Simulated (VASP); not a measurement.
# As (P6_3/mmc) in VASP: relaxation of cell and atoms with PBE

Aim: the relaxation of cell and atoms of As with PBE.

All numbers are computed with VASP 6.6.1; they aren't measurements. Logs are shortened: lines on timing, memory, paths and dates and some standing lists are left out, and cuts for length are marked.

**1. The cell of the first run**

It takes space group P6_3/mmc (No. 194, hexagonal). The conventional cell has a = 2.282 Å, b = 2.282 Å, c = 3.697 Å, α = 90.00°, β = 90.00°, γ = 120.00°. Within 3.0 Å of As (site symmetry -6m2) lie 12 As at 2.27 to 2.28 Å.

This isn't the form of As at room conditions, which is rhombohedral.

**2. Relaxation of cell and atoms, PBE, target pressure 410 GPa, at which the enthalpy is minimised**

Contents of INCAR:

```
PREC = Accurate ; ENCUT = 510
EDIFF = 1E-7 ; ISMEAR = -1
SIGMA = 0.1 ; LREAL = F
LASPH = T ; NELM = 120
ALGO = Normal ; ISIF = 3
LWAVE = F ; LCHARG = F
GGA = PE ; IBRION = 2
NSW = 60 ; EDIFFG = -0.005
PSTRESS = 4100.0 ; GGA_COMPAT = F
NELMIN = 4
```

Contents of KPOINTS:

```
regular mesh
0
Gamma
  19 19 11
```

Contents of POSCAR:

```
As
1.0
    2.2822630670      0.0000000000      0.0000000000
   -1.1411315335      1.9764977941      0.0000000000
    0.0000000000      0.0000000000      3.6972661685
As
2
Direct
    0.3333333333      0.6666666667      0.2500000000
    0.6666666667      0.3333333333      0.7500000000
```

Potentials or basis: VASP PAW PBE potentials, release 64 (As_d).

The run is started by

```console
> cat potpaw_PBE.64/As_d/POTCAR > POTCAR
> mpirun -np 1 vasp_std > vasp.out
```

OUTCAR:

```text
PREC = Accurate
   ENCUT = 510
   EDIFF = 1E-7
   ISMEAR = -1
   LREAL = F
   LASPH = T
   NELM = 120
   ISIF = 3
   GGA = PE
   IBRION = 2
   NSW = 60
   EDIFFG = -0.005
   PSTRESS = 4100.0
   NELMIN = 4

 ion  position               nearest neighbor table
   1  0.333  0.667  0.250-   2 2.27   2 2.27   2 2.27   2 2.27   2 2.27   2 2.27
   2  0.667  0.333  0.750-   1 2.27   1 2.27   1 2.27   1 2.27   1 2.27   1 2.27

  LATTYP: Found a hexagonal cell.
 ALAT       =     2.2822630670
 C/A-ratio  =     1.6200000000

  Lattice vectors:

 A1 = (   2.2822630670,   0.0000000000,   0.0000000000)
 A2 = (  -1.1411315335,   1.9764977941,   0.0000000000)
 A3 = (   0.0000000000,   0.0000000000,   3.6972661685)

Analysis of symmetry for initial positions (statically):
=====================================================================
 Subroutine PRICEL returns:
 Original cell was already a primitive cell.

 Routine SETGRP: Setting up the symmetry group for a
 hexagonal supercell.

 Subroutine GETGRP returns: Found 24 space group operations
 (whereof 12 operations were pure point group operations)
 out of a pool of 24 trial point group operations.

The static configuration has the point symmetry D_3d.
 The point group associated with its full space group is D_6h.

Analysis of symmetry for dynamics (positions and initial velocities):
=====================================================================
 Subroutine PRICEL returns:
 Original cell was already a primitive cell.

 Routine SETGRP: Setting up the symmetry group for a
 hexagonal supercell.

 Subroutine GETGRP returns: Found 24 space group operations
 (whereof 12 operations were pure point group operations)
 out of a pool of 24 trial point group operations.

The dynamic configuration has the point symmetry D_3d.
 The point group associated with its full space group is D_6h.

 Subroutine INISYM returns: Found 24 space group operations
 (whereof 12 operations are pure point group operations),
 and found     1 'primitive' translations

----------------------------------------------------------------------------------------

                                     Primitive cell

  volume of cell :      16.6780

  direct lattice vectors                    reciprocal lattice vectors
     2.282263067  0.000000000  0.000000000     0.438161584  0.252972708  0.000000000
    -1.141131534  1.976497794  0.000000000     0.000000000  0.505945417  0.000000000
     0.000000000  0.000000000  3.697266169     0.000000000  0.000000000  0.270470113

  length of vectors
     2.282263067  2.282263067  3.697266169     0.505945417  0.505945417  0.270470113

  position of ions in fractional coordinates (direct lattice)
     0.333333333  0.666666667  0.250000000
     0.666666667  0.333333333  0.750000000

  ion indices of the primitive-cell ions
   primitive index   ion index
                 1           1
                 2           2

----------------------------------------------------------------------------------------

 KPOINTS: regular mesh

Automatic generation of k-mesh.
 Grid dimensions read from file:
 generate k-points for:   19   19   11

 Generating k-lattice:

  Cartesian coordinates                     Fractional coordinates (reciprocal lattice)
     0.023061136  0.013314353  0.000000000     0.052631579 -0.000000000  0.000000000
     0.000000000  0.026628706  0.000000000     0.000000000  0.052631579  0.000000000
     0.000000000  0.000000000  0.024588192     0.000000000  0.000000000  0.090909091

  Length of vectors
     0.026628706  0.026628706  0.024588192

  Shift w.r.t. Gamma in fractional coordinates (k-lattice)
     0.000000000  0.000000000  0.000000000

 Subroutine IBZKPT returns following result:
 ===========================================

 Found    240 irreducible k-points:

 Following reciprocal coordinates:
            Coordinates               Weight
  0.000000  0.000000  0.000000      1.000000
  0.052632  0.000000  0.000000      6.000000
  0.105263  0.000000  0.000000      6.000000
  0.157895  0.000000  0.000000      6.000000
  0.210526 -0.000000  0.000000      6.000000
  0.263158  0.000000  0.000000      6.000000
[... 16 lines left out ...]
  0.263158  0.105263  0.000000     12.000000
  0.315789  0.105263  0.000000     12.000000
 [... further k-points ...]
   k-points           NKPTS =    240   k-points in BZ     NKDIM =    240   number of bands    NBANDS=     19
   number of dos      NEDOS =    301   number of ions     NIONS =      2
   total plane-waves  NPLWV =   9072
   dimension x,y,z NGX =    18 NGY =   18 NGZ =   28
   dimension x,y,z NGXF=    36 NGYF=   36 NGZF=   56
   ions per type =               2
   NGX,Y,Z   is equivalent  to a cutoff of  13.11, 13.11, 12.59 a.u.
   NGXF,Y,Z  is equivalent  to a cutoff of  26.22, 26.22, 25.18 a.u.
 SYSTEM =  unknown system
   PREC   = accura    normal or accurate (medium, high low for compatibility)
   ISTART =      0    job   : 0-new  1-cont  2-samecut
   ICHARG =      2    charge: 1-file 2-atom 10-const
   ISPIN  =      1    spin polarized calculation?
   LNONCOLLINEAR =      F non collinear calculations
   LSORBIT =      F    spin-orbit coupling
   LASPH  =      T    aspherical Exc in radial PAW
   ENCUT  =  510.0 eV  37.48 Ry    6.12 a.u.   4.20  4.20  6.81*2*pi/ulx,y,z
   NELM   =    120;   NELMIN=  4; NELMDL= -5     # of ELM steps
   EDIFF  = 0.1E-06   stopping-criterion for ELM
   LREAL  =      F    real-space projection
   EDIFFG = -.5E-02   stopping-criterion for IOM
   NSW    =     60    number of steps for IOM
   IBRION =      2    ionic relax: 0-MD 1-quasi-New 2-CG
   NFREE  =      1    steps in history (QN), initial steepest desc. (CG)
   ISIF   =      3    stress and relaxation
   ISYM   =      2    0-nonsym 1-usesym 2-fastsym
   POTIM  = 0.5000    time-step for ionic-motion
   TEBEG  =    0.0;   TEEND  =   0.0 temperature during run
   PSTRESS= 4100.0 pullay stress
   NELECT =      30.0000    total number of electrons
   NUPDOWN=      -1.0000    fix difference up-down
   EMIN   =  10.00;   EMAX   =-10.00  energy-range for DOS
   EFERMI =   0.00;   METHOD = LEGACY
   ISMEAR =    -1;   SIGMA  =   0.10  broadening in eV -4-tet -1-fermi 0-gaus
   EFERMI_NEDOS =   21; number of points for ismear=-14 and -15
   IALGO  =     38    algorithm
   IMIX   =      4    mixing-type and parameters
     AMIX     =   0.40;   BMIX     =  1.00
     AMIX_MAG =   1.60;   BMIX_MAG =  1.00
  volume/ion in A,a.u.               =       8.34        56.27
  Fermi-wavevector in a.u.,A,eV,Ry     =   1.990984  3.762413 53.933703  3.964015
  Thomas-Fermi vector in A             =   3.008761
   LORBIT       =      0    0 simple, 1 ext, 2 COOP (PROOUT), +10 PAW based schemes
   GGA     = PE    functional components
   LHFCALC =     F    Hartree Fock is set to
   AEXX    =    0.0000 exact exchange contribution
   IVDW    =     0    specifies the selected vdW correction
   LEPSILON=     F    determine dielectric tensor
   LRPA    =     F    only Hartree local field effects (RPA)
 conjugate gradient relaxation of ions
 non-spin polarized calculation
  energy-cutoff  :      510.00
  volume of cell :       16.68
 maximum number of plane-waves:       458
 NGX is ok and might be reduce to    18
   NGX =  9   NGY =  9   NGZ = 13

--------------------------------------- Ionic step        1  -------------------------------------------

 number of electron      30.0000023 magnetization

 Free energy of the ion-electron system (eV)
  ---------------------------------------------------
  ext. energy  EPLUGINS =         0.00000000
  ---------------------------------------------------
  free energy    TOTEN  =         4.83510274 eV

  energy without entropy =        4.85469965  energy(sigma->0) =        4.84490119

------------------------ aborting loop because EDIFF is reached ----------------------------------------

  FORCE on cell =-STRESS in cart. coord.  units (eV):
  Direction    XX          YY          ZZ          XY          YZ          ZX
  --------------------------------------------------------------------------------------
  -------------------------------------------------------------------------------------
  Total       43.1707537     43.1707537     41.2806232     -0.0000000      0.0000000      0.0000000
  in kB     4147.2236850   4147.2236848   3965.6471970     -0.0000000      0.0000000      0.0000000
  external PRESSURE =     -13.3018111 kB  Pullay stress =    4100.0000000 kB
[... 289 lines left out ...]
  enthalpy is  TOTEN    =        47.5030759335 eV   P V=       42.6216602898

--------------------------------------- Ionic step        9  -------------------------------------------

 number of electron      30.0000015 magnetization

 Free energy of the ion-electron system (eV)
  ---------------------------------------------------
  ext. energy  EPLUGINS =         0.00000000
  ---------------------------------------------------
  free energy    TOTEN  =         4.87829839 eV

  energy without entropy =        4.89874480  energy(sigma->0) =        4.88852160

 E-fermi :  15.9854     XC(G=0): -16.5926

 val. band max:       15.9793471106   @ k =   0.2105   0.1053   0.3636
 cond. band min:      15.9860907861   @ k =   0.3158   0.0526   0.0000
 fundamental gap:      0.0067436754
 Fermi energy:        15.9853674763

 k-point     1 :       0.0000    0.0000    0.0000
  band No.  band energies     occupation
      1     -22.0028      2.00000
      2     -21.8532      2.00000
      3     -21.8316      2.00000
      4     -21.8316      2.00000
      5     -21.7799      2.00000
      6     -21.7799      2.00000
[... 11 lines left out ...]
     18      29.8730      0.00000
     19      31.3595      0.00000
[... 489 lines left out ...]
      3     -21.8673      2.00000
      4     -21.8614      2.00000
      5     -21.6931      2.00000
      6     -21.6329      2.00000
[... 11 lines left out ...]
     18      24.2480      0.00000
     19      25.3387      0.00000

 [... further k-points ...]
[... 5 lines left out ...]
  --------------------------------------------------------------------------------------
  -------------------------------------------------------------------------------------
  Total       42.6346659     42.6346659     42.6252251      0.0000000      0.0000000      0.0000000
  in kB     4100.9512305   4100.9512301   4100.0431376      0.0000000      0.0000000      0.0000000
  external PRESSURE =       0.6485327 kB  Pullay stress =    4100.0000000 kB
[... 17 lines left out ...]
  FREE ENERGIE OF THE ION-ELECTRON SYSTEM (eV)
  ---------------------------------------------------
  free  energy   TOTEN  =         4.8782983896 eV

  energy  without entropy=        4.8987448011  energy(sigma->0) =        4.88852160

  enthalpy is  TOTEN    =        47.5030750249 eV   P V=       42.6247766352

 reached required accuracy - stopping structural energy minimisation
```

Wall time 5.6 min (1 thread of Intel Xeon Platinum 8259CL at 2.50GHz (Skylake/Cascade Lake), shared host); peak memory 0.18 GiB.

What came out:

* Free energy: 4.8783 eV
* Relaxed volume: 8.33 Å³/atom
* Relaxed cell: a = 2.295 Å, b = 2.295 Å, c = 3.652 Å, α = 90.00°, β = 90.00°, γ = 120.00°
* Space group after relaxing (to 0.1 Å): P6_3/mmc (No. 194)
* Energy change on relaxing (the run minimises the enthalpy): +21.6 meV/atom
* Ionic steps: 9
* Pressure after relaxing: 410.1 GPa
* Band gap on the k mesh: zero (bands 15 and 16 overlap by 19.99 eV)

Step by step:
| step | energy change (eV) | largest force (eV/Å) | pressure (GPa) | volume (Å³) |
| --- | --- | --- | --- | --- |
| 1 | 0.0000 | 0.0000 | 408.67 | 16.68 |
| 2 | 0.4715 | 0.0000 | 423.89 | 16.50 |
| 3 | 0.1377 | 0.0000 | 413.14 | 16.62 |
| 4 | 0.1580 | 0.0000 | 413.76 | 16.61 |
| 5 | 0.1514 | 0.0000 | 413.62 | 16.61 |
| 6 | -0.7683 | 0.0000 | 383.75 | 16.99 |
| 7 | 0.0392 | 0.0000 | 409.72 | 16.66 |
| 8 | 0.0463 | 0.0000 | 410.17 | 16.66 |
| 9 | 0.0432 | 0.0000 | 410.06 | 16.66 |

Final structure:
```
As
1.0
     2.29505    0.00000    0.00000
    -1.14753    1.98757    0.00000
     0.00000    0.00000    3.65151
As
2
Cartesian
  0.0000 1.3250 0.9129
  1.1475 0.6625 2.7386
```

Caveat: the cell is relaxed towards a set pressure, so the run minimises the enthalpy, not the energy.
